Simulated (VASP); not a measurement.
ZnSe: single point with PBE

ZnSe:

```xyz
2
Lattice="0.0000 3.1865 2.8244 2.8244 0.0000 2.8244 2.8244 3.1865 0.0000" Properties=species:S:1:pos:R:3 pbc="T T T"
Zn    0.0000    0.0000    0.0000
Se    4.2366    4.7798    4.2366
```

This cell differs from its parent crystal: volume 25.420 Å^3 an atom, c/a of the conventional cell 1.1282.

```yaml
Program: VASP 6.6.1
Task: single point
Functional: PBE
Potentials_or_basis: VASP PAW PBE potentials, release 64 (Zn, Se)
Cutoff: 520 eV
k_mesh: 10 × 10 × 10
Occupations: gaussian, width 0.05 eV
Spin: no spin polarisation
Dipole_correction: no
Further_INCAR_settings: ALGO = Normal; EDIFF = 1e-06; NBANDS = 16
```

The pressure is -3.6 GPa and the band gap on the k mesh is 0.63 eV, direct.

Stress tensor (GPa, compression positive):
```
-1.95  0.00  0.00
 0.00 -7.01  0.00
 0.00  0.00 -1.95
```

Levels at points of the mesh, in eV from the valence-band top:
```
           k point  band 7  band 8  band 9  band 10  band 11  band 12
(0.00, 0.00, 0.00)   -0.50    0.00    0.00     0.63     5.71     5.71
(0.50, 0.00, 0.00)   -4.68   -1.20   -0.53     2.04     6.01     6.67
(0.50, 0.50, 0.00)   -4.19   -2.20   -2.03     2.92     2.94     9.48
(0.50, 0.00, 0.50)   -4.84   -1.55   -1.55     3.41     3.95     9.09
```

Run time: 61 s on 1 thread of AMD EPYC 7R43 64-Core Processor (Zen 3), on a shared host, peak memory 0.2 GiB.
